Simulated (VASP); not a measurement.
**SiC (rocksalt type): single point with PBEsol**

SiC (rocksalt type):

```xyz
2
Lattice="0.0000 1.9758 1.9758 1.9758 0.0000 1.9758 1.9758 1.9758 0.0000" Properties=species:S:1:pos:R:3 pbc="T T T"
Si    0.0000    0.0000    0.0000
C     1.9758    1.9758    1.9758
```

This cell differs from its parent crystal: volume scaled by 0.94.

```
Program                : VASP 6.6.1
Task                   : single point
Functional             : PBEsol
Potentials or basis    : VASP PAW PBE potentials, release 64 (Si, C)
Cutoff                 : 520 eV
k mesh                 : 17 × 17 × 17
Occupations            : fermi-dirac, width 0.08 eV
Spin                   : no spin polarisation
Dipole correction      : no
Further INCAR settings : ALGO = Normal; EDIFF = 1e-07; NBANDS = 11
```

- Pressure: 19.1 GPa
- Band gap on the k mesh: zero (band 4 reaches 13.56 eV, above the bottom of band 5 at 13.12 eV)

Levels at points of the mesh, in eV from the Fermi level:
```
           k point  band 1  band 2  band 3  band 4  band 5  band 6  band 7  band 8
(0.00, 0.00, 0.00)  -19.39   -0.03   -0.03   -0.03    8.82    8.84    8.84    8.84
```

It took 38 s on 1 thread of Intel Xeon 8259CL, with other jobs on the host, peak memory 0.15 GiB.

Caveat: the PAW data sets were made with another functional, which shifts forces and pressure a little.
